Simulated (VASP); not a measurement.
A run of VASP 6.6.1 is set up as follows.

INCAR

```
PREC = Accurate ; ENCUT = 520
EDIFF = 1E-7 ; ISMEAR = -1
SIGMA = 0.15 ; LREAL = F
LASPH = T ; NELM = 60
ALGO = Normal ; ISIF = 2
LWAVE = F ; LCHARG = F
GGA = PE ; IVDW = 12
NBANDS = 9
```

The input KPOINTS:

```
regular mesh
0
Gamma
  21 21 12
```

POSCAR

```
Be
1.0
    2.2150643475      0.0000000000      0.0000000000
   -1.1075321738      1.9183019959      0.0000000000
    0.0000000000      0.0000000000      3.4983638154
Be
2
Direct
    0.3333333333      0.6666666667      0.2500000000
    0.6666666667      0.3333333333      0.7500000000
```

Potentials or basis: VASP PAW PBE potentials, release 64 (Be).

Command:

```console
$ cat potpaw_PBE.64/Be/POTCAR > POTCAR
$ mpirun -np 1 vasp_std > vasp.out
```

Question: Predict the band gap on the k mesh.

Answer: Zero (band 2 reaches 8.56 eV, above the bottom of band 3 at 6.41 eV).

Question: What does it give for the dispersion energy per atom?

Answer: -0.379 eV.

Question: Predict the pressure.

Answer: 0.2 GPa.

Caveat: pairwise dispersion overbinds metals, which lowers pressure and volume.
